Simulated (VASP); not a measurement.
# Mo (Im-3m) in VASP: a series of runs

The runs below take Mo through single point, with RPBE+D3(BJ), PBEsol, LDA, PBEsol-based screened hybrid with 25 % exact exchange.

Everything below comes from runs of VASP 6.6.1. Logs are shortened: lines on timing, memory, paths and dates and some standing lists are left out, and cuts for length are marked.

**1. The cell of the first run**

It takes space group Im-3m (No. 229, cubic). The conventional cell has a = 3.168 Å, b = 3.168 Å, c = 3.168 Å, α = 90.00°, β = 90.00°, γ = 90.00°. Mo (site symmetry m-3m) has 14 Mo at 2.74 to 3.17 Å within 3.6 Å.

**2. Single point, RPBE+D3(BJ), non-collinear spin, zero start, spin-orbit coupling**

Input file INCAR:

```
SYSTEM = Mo
ALGO = Normal
EDIFF = 1E-6
ENCUT = 520
GGA = RP
GGA_COMPAT = .FALSE.
ISIF = 2
ISMEAR = -1
IVDW = 12
LASPH = .TRUE.
LCHARG = .FALSE.
LMAXMIX = 4
LNONCOLLINEAR = .TRUE.
LORBIT = 11
LORBMOM = .TRUE.
LREAL = .FALSE.
LSORBIT = .TRUE.
LWAVE = .FALSE.
MAGMOM = 0 0 0
NBANDS = 25
NELM = 150
PREC = Accurate
SIGMA = 0.05
```

Input file KPOINTS:

```
k-points
0
G
  12 12 12
  0 0 0
```

Input file POSCAR:

```
Mo
1.0
   -1.5838089719      1.5838089719      1.5838089719
    1.5838089719     -1.5838089719      1.5838089719
    1.5838089719      1.5838089719     -1.5838089719
Mo
1
Direct
    0.0000000000      0.0000000000      0.0000000000
```

Potentials or basis: VASP PAW PBE potentials, release 64 (Mo_sv).

Launch:

```bash
cat potpaw_PBE.64/Mo_sv/POTCAR > POTCAR
mpirun -np 1 vasp_ncl > vasp.out
```

OUTCAR:

```text
SYSTEM = Mo
   EDIFF = 1E-6
   ENCUT = 520
   GGA = RP
   ISIF = 2
   ISMEAR = -1
   IVDW = 12
   LASPH = .TRUE.
   LNONCOLLINEAR = .TRUE.
   LORBIT = 11
   LREAL = .FALSE.
   LSORBIT = .TRUE.
   NELM = 150
   PREC = Accurate
 IVDW          = 12

 ion  position               nearest neighbor table
   1  0.000  0.000  0.000-

  LATTYP: Found a body centered cubic cell.
 ALAT       =     3.1676179438

  Lattice vectors:

 A1 = (  -1.5838089719,   1.5838089719,   1.5838089719)
 A2 = (   1.5838089719,  -1.5838089719,   1.5838089719)
 A3 = (   1.5838089719,   1.5838089719,  -1.5838089719)

Analysis of symmetry for initial positions (statically):
=====================================================================
 Subroutine PRICEL returns:
 Original cell was already a primitive cell.

 Routine SETGRP: Setting up the symmetry group for a
 body centered cubic supercell.

 Subroutine GETGRP returns: Found 48 space group operations
 (whereof 48 operations were pure point group operations)
 out of a pool of 48 trial point group operations.

The static configuration has the point symmetry O_h .

Analysis of symmetry for dynamics (positions and initial velocities):
=====================================================================
 Subroutine PRICEL returns:
 Original cell was already a primitive cell.

 Routine SETGRP: Setting up the symmetry group for a
 body centered cubic supercell.

 Subroutine GETGRP returns: Found 48 space group operations
 (whereof 48 operations were pure point group operations)
 out of a pool of 48 trial point group operations.

The dynamic configuration has the point symmetry O_h .

Analysis of structural, dynamic, and magnetic symmetry:
=====================================================================
 Subroutine PRICEL returns:
 Original cell was already a primitive cell.

 Routine SETGRP: Setting up the symmetry group for a
 body centered cubic supercell.

 Subroutine GETGRP returns: Found 48 space group operations
 (whereof 48 operations were pure point group operations)
 out of a pool of 48 trial point group operations.

The overall configuration has the point symmetry O_h .

 Subroutine INISYM returns: Found 48 space group operations
 (whereof 48 operations are pure point group operations),
 and found     1 'primitive' translations

----------------------------------------------------------------------------------------

                                     Primitive cell

  volume of cell :      15.8916

  direct lattice vectors                    reciprocal lattice vectors
    -1.583808972  1.583808972  1.583808972     0.000000000  0.315694638  0.315694638
     1.583808972 -1.583808972  1.583808972     0.315694638  0.000000000  0.315694638
     1.583808972  1.583808972 -1.583808972     0.315694638  0.315694638  0.000000000

  length of vectors
     2.743237609  2.743237609  2.743237609     0.446459639  0.446459639  0.446459639

  position of ions in fractional coordinates (direct lattice)
     0.000000000  0.000000000  0.000000000

  ion indices of the primitive-cell ions
   primitive index   ion index
                 1           1

----------------------------------------------------------------------------------------

 KPOINTS: k-points

Automatic generation of k-mesh.
 Grid dimensions read from file:
 generate k-points for:   12   12   12

 Generating k-lattice:

  Cartesian coordinates                     Fractional coordinates (reciprocal lattice)
     0.000000000  0.026307886  0.026307886     0.083333333  0.000000000  0.000000000
     0.026307886  0.000000000  0.026307886     0.000000000  0.083333333  0.000000000
     0.026307886  0.026307886  0.000000000     0.000000000  0.000000000  0.083333333

  Length of vectors
     0.037204970  0.037204970  0.037204970

  Shift w.r.t. Gamma in fractional coordinates (k-lattice)
     0.000000000  0.000000000  0.000000000

 Subroutine IBZKPT returns following result:
 ===========================================
[... 44 lines left out ...]
   LSORBIT =      T    spin-orbit coupling
   LASPH  =      T    aspherical Exc in radial PAW
   ENCUT  =  520.0 eV  38.22 Ry    6.18 a.u.   5.10  5.10  5.10*2*pi/ulx,y,z
   NELM   =    150;   NELMIN=  2; NELMDL= -5     # of ELM steps
   EDIFF  = 0.1E-05   stopping-criterion for ELM
   LREAL  =      F    real-space projection
   EDIFFG = 0.1E-04   stopping-criterion for IOM
   NSW    =      0    number of steps for IOM
   IBRION =     -1    ionic relax: 0-MD 1-quasi-New 2-CG
   NFREE  =      0    steps in history (QN), initial steepest desc. (CG)
   ISIF   =      2    stress and relaxation
   ISYM   =      2    0-nonsym 1-usesym 2-fastsym
   POTIM  = 0.5000    time-step for ionic-motion
   TEBEG  =    0.0;   TEEND  =   0.0 temperature during run
   PSTRESS=    0.0 pullay stress
   NELECT =      14.0000    total number of electrons
   NUPDOWN=      -1.0000    fix difference up-down
   EMIN   =  10.00;   EMAX   =-10.00  energy-range for DOS
   EFERMI =   0.00;   METHOD = LEGACY
   ISMEAR =    -1;   SIGMA  =   0.05  broadening in eV -4-tet -1-fermi 0-gaus
   EFERMI_NEDOS =   21; number of points for ismear=-14 and -15
   IALGO  =     38    algorithm
   IMIX   =      4    mixing-type and parameters
     AMIX     =   0.40;   BMIX     =  1.00
     AMIX_MAG =   1.60;   BMIX_MAG =  1.00
  volume/ion in A,a.u.               =      15.89       107.24
  Fermi-wavevector in a.u.,A,eV,Ry     =   1.569380  2.965698 33.510508  2.462953
  Thomas-Fermi vector in A             =   2.671271
   LORBIT       =     11    0 simple, 1 ext, 2 COOP (PROOUT), +10 PAW based schemes
   GGA     = RP    functional components
   LHFCALC =     F    Hartree Fock is set to
   AEXX    =    0.0000 exact exchange contribution
   IVDW    =    12    specifies the selected vdW correction
   LEPSILON=     F    determine dielectric tensor
   LRPA    =     F    only Hartree local field effects (RPA)
  energy-cutoff  :      520.00
  volume of cell :       15.89
 maximum number of plane-waves:       884
   NGX = 11   NGY = 11   NGZ = 11

 number of electron      14.0000005 magnetization      -0.0000000     -0.0000000     -0.0000000

 number of electron      14.0000005 magnetization       0.0000000      0.0000000      0.0000000

 Free energy of the ion-electron system (eV)
  ---------------------------------------------------
  ext. energy  EPLUGINS =         0.00000000
  ---------------------------------------------------
  free energy    TOTEN  =       -10.47925728 eV

  energy without entropy =      -10.47671323  energy(sigma->0) =      -10.47798525

 E-fermi :  12.3621     XC(G=0): -13.2305

 val. band max:       12.3478076151   @ k =   0.5000   0.5000   0.0833
 cond. band min:      12.4131357510   @ k =  -0.3333   0.3333   0.2500
 fundamental gap:      0.0653281358
 Fermi energy:        12.3620998629

 k-point     1 :       0.0000    0.0000    0.0000
  band No.  band energies     occupation
      1     -48.8911      1.00000
      2     -48.8911      1.00000
      3     -23.8926      1.00000
      4     -23.8926      1.00000
      5     -21.3666      1.00000
      6     -21.3666      1.00000
[... 661 lines left out ...]
     24      24.8428      0.00000
     25      28.2406      0.00000

 [... further k-points ...]

------------------------ aborting loop because EDIFF is reached ----------------------------------------

 Edisp (eV)   -4.09870

 E8    (eV) :    -2.8419

  FORCE on cell =-STRESS in cart. coord.  units (eV):
  Direction    XX          YY          ZZ          XY          YZ          ZX
  --------------------------------------------------------------------------------------
  -------------------------------------------------------------------------------------
  Total      -4.30362    -4.30362    -4.30362    -0.00000    -0.00000     0.00000
  in kB    -433.88692  -433.88692  -433.88692    -0.00000    -0.00000     0.00000
  external pressure =     -433.89 kB  Pullay stress =        0.00 kB

 VOLUME and BASIS-vectors are now :
 -----------------------------------------------------------------------------
  energy-cutoff  :      520.00
  volume of cell :       15.89
      direct lattice vectors                 reciprocal lattice vectors
    -1.583808972  1.583808972  1.583808972     0.000000000  0.315694638  0.315694638
     1.583808972 -1.583808972  1.583808972     0.315694638  0.000000000  0.315694638
     1.583808972  1.583808972 -1.583808972     0.315694638  0.315694638  0.000000000

 POSITION                                       TOTAL-FORCE (eV/Angst)
 -----------------------------------------------------------------------------------
      0.00000      0.00000      0.00000         0.000000      0.000000      0.000000
 -----------------------------------------------------------------------------------
    total drift:                               -0.000000     -0.000000      0.000000

  FREE ENERGIE OF THE ION-ELECTRON SYSTEM (eV)
  ---------------------------------------------------
  free  energy   TOTEN  =       -14.5779581444 eV

  energy  without entropy=      -14.5754141023  energy(sigma->0) =      -14.57668612

 orbital moment (x)

 # of ion     p       d       tot
 ----------------------------------------
  1         0.000  -0.000  -0.000
 ----------------------------------------
            0.000  -0.000  -0.000

 orbital moment (y)

 # of ion     p       d       tot
 ----------------------------------------
  1         0.000   0.000   0.000
 ----------------------------------------
            0.000   0.000   0.000

 orbital moment (z)

 # of ion     p       d       tot
 ----------------------------------------
  1         0.000   0.000   0.000
 ----------------------------------------
            0.000   0.000   0.000

 Spin-Orbit-Coupling matrix elements

 Ion:    1  E_soc:     -0.2059107
 l=   1
     0.0000000    -0.0300356    -0.0300356
    -0.0300356     0.0000000    -0.0300356
    -0.0300356    -0.0300356     0.0000000
 l=   2
     0.0000000    -0.0010907     0.0000000    -0.0010907    -0.0031921
    -0.0010907     0.0000000    -0.0023941    -0.0010907    -0.0007980
     0.0000000    -0.0023941     0.0000000    -0.0023941     0.0000000
    -0.0010907    -0.0010907    -0.0023941     0.0000000    -0.0007980
    -0.0031921    -0.0007980     0.0000000    -0.0007980     0.0000000
 l=   3
     0.0000000     0.0000000     0.0000000     0.0000000     0.0000000     0.0000000     0.0000000
     0.0000000     0.0000000     0.0000000     0.0000000     0.0000000     0.0000000     0.0000000
     0.0000000     0.0000000     0.0000000     0.0000000     0.0000000     0.0000000     0.0000000
     0.0000000     0.0000000     0.0000000     0.0000000     0.0000000     0.0000000     0.0000000
     0.0000000     0.0000000     0.0000000     0.0000000     0.0000000     0.0000000     0.0000000
     0.0000000     0.0000000     0.0000000     0.0000000     0.0000000     0.0000000     0.0000000
     0.0000000     0.0000000     0.0000000     0.0000000     0.0000000     0.0000000     0.0000000

 total charge

# of ion       s       p       d       tot
------------------------------------------
    1        2.375   6.202   3.885  12.462

 magnetization (x)

# of ion       s       p       d       tot
------------------------------------------
    1        0.000   0.000   0.000   0.000

 magnetization (y)

# of ion       s       p       d       tot
------------------------------------------
    1       -0.000   0.000   0.000   0.000

 magnetization (z)

# of ion       s       p       d       tot
------------------------------------------
    1       -0.000   0.000  -0.000  -0.000
```

It took 41 s on 1 thread of Intel Xeon Platinum 8488C (Sapphire Rapids), shared host; peak memory 0.19 GiB.

What came out:

| Quantity | Value |
| --- | --- |
| Free energy | -14.5780 eV |
| Pressure | -43.4 GPa |
| Net moment | 0.00 μB per cell |
| Valence electrons inside the program's atomic spheres | Mo 12.46 |
| Dispersion energy per atom | -4.099 eV |

Moments on the atoms (μB; x, y, z):
```
Mo  0.00 0.00 0.00
```

Caveat: the cell stands under tension; the dispersion term is far too large for a dense solid, which distorts pressure and volume; the PAW data sets were made with another functional, which shifts forces and pressure a little.

**3. Single point, PBEsol, non-collinear spin, zero start, spin-orbit coupling**

Input file INCAR:

```
PREC     = Accurate       # precision mode
ENCUT    = 520            # plane-wave cutoff, eV
EDIFF    = 1E-7           # SCF threshold, eV
ISMEAR   = -5             # smearing method
SIGMA    = 0.05           # smearing width, eV
LREAL    = False          # projectors in reciprocal space
LASPH    = True           # aspherical terms in the spheres
NELM     = 150            # most SCF steps
ALGO     = Normal         # electronic algorithm
ISIF     = 2              # what is computed and relaxed
LWAVE    = False          # write WAVECAR
LCHARG   = False          # write CHGCAR
MAGMOM   = 0 0 0          # initial moments
LORBIT   = 11             # projections on sites
LSORBIT  = True           # spin-orbit coupling
GGA_COMPAT= False        
LORBMOM  = True         
LMAXMIX  = 4              # l up to which the mixer works
GGA      = PS             # functional
NBANDS   = 25             # bands
```

Input file KPOINTS:

```
regular mesh
0
Gamma
  12 12 12
```

POSCAR is that of step 2.

Potentials or basis: VASP PAW PBE potentials, release 64 (Mo_sv).

Launch:

```bash
cat potpaw_PBE.64/Mo_sv/POTCAR > POTCAR
mpirun -np 1 vasp_ncl > vasp.out
```

OUTCAR:

```text
PREC = Accurate
   ENCUT = 520
   EDIFF = 1E-7
   ISMEAR = -5
   LREAL = False
   LASPH = True
   NELM = 150
   ISIF = 2
   LORBIT = 11
   LSORBIT = True
   GGA = PS

 ion  position               nearest neighbor table
   1  0.000  0.000  0.000-

  LATTYP: Found a body centered cubic cell.
 ALAT       =     3.1676179438

  Lattice vectors:

 A1 = (  -1.5838089719,   1.5838089719,   1.5838089719)
 A2 = (   1.5838089719,  -1.5838089719,   1.5838089719)
 A3 = (   1.5838089719,   1.5838089719,  -1.5838089719)

Analysis of symmetry for initial positions (statically):
=====================================================================
 Subroutine PRICEL returns:
 Original cell was already a primitive cell.

 Routine SETGRP: Setting up the symmetry group for a
[... 920 lines left out ...]
 ----------------------------------------
            0.000   0.000   0.000

 Spin-Orbit-Coupling matrix elements

 Ion:    1  E_soc:     -0.2067270
 l=   1
     0.0000000    -0.0301874    -0.0301874
    -0.0301874     0.0000000    -0.0301874
    -0.0301874    -0.0301874     0.0000000
 l=   2
     0.0000000    -0.0011050     0.0000000    -0.0011050    -0.0031622
    -0.0011050     0.0000000    -0.0023716    -0.0011050    -0.0007905
     0.0000000    -0.0023716     0.0000000    -0.0023716     0.0000000
    -0.0011050    -0.0011050    -0.0023716     0.0000000    -0.0007905
    -0.0031622    -0.0007905     0.0000000    -0.0007905     0.0000000
 l=   3
     0.0000000     0.0000000     0.0000000     0.0000000     0.0000000     0.0000000     0.0000000
     0.0000000     0.0000000     0.0000000     0.0000000     0.0000000     0.0000000     0.0000000
     0.0000000     0.0000000     0.0000000     0.0000000     0.0000000     0.0000000     0.0000000
     0.0000000     0.0000000     0.0000000     0.0000000     0.0000000     0.0000000     0.0000000
     0.0000000     0.0000000     0.0000000     0.0000000     0.0000000     0.0000000     0.0000000
     0.0000000     0.0000000     0.0000000     0.0000000     0.0000000     0.0000000     0.0000000
     0.0000000     0.0000000     0.0000000     0.0000000     0.0000000     0.0000000     0.0000000

 total charge

# of ion       s       p       d       tot
------------------------------------------
    1        2.379   6.206   3.876  12.462

 magnetization (x)

# of ion       s       p       d       tot
------------------------------------------
    1        0.000   0.000   0.000   0.000

 magnetization (y)

# of ion       s       p       d       tot
------------------------------------------
    1       -0.000   0.000   0.000  -0.000

 magnetization (z)

# of ion       s       p       d       tot
------------------------------------------
    1       -0.000   0.000   0.000   0.000
```

stdout:

```text
POSCAR found type information on POSCAR Mo
 POSCAR found :  1 types and       1 ions
 scaLAPACK will be used
 -----------------------------------------------------------------------------
|                                                                             |
[... 23 lines left out ...]
|     occupations, so forces and stress will be inaccurate. We suggest        |
|     using a different smearing scheme ISMEAR = 1 or 2 for metals in         |
|     relaxations.                                                            |
|                                                                             |
 -----------------------------------------------------------------------------
```

Run time: 51 s. Hardware: 1 thread of Intel Xeon Platinum 8488C (Sapphire Rapids), shared host; peak memory 0.19 GiB.

What came out:

```yaml
Free_energy: -11.8666 eV
Pressure: -8.4 GPa
Net_moment: 0.00 μB per cell
Valence_electrons_inside_the_program's_atomic_spheres: Mo 12.46
```

Moments on the atoms (μB; x, y, z):
```
Mo  0.00 0.00 0.00
```

Caveat: the cell stands under tension; the PAW data sets were made with another functional, which shifts forces and pressure a little.

[end of part 1 of 2]
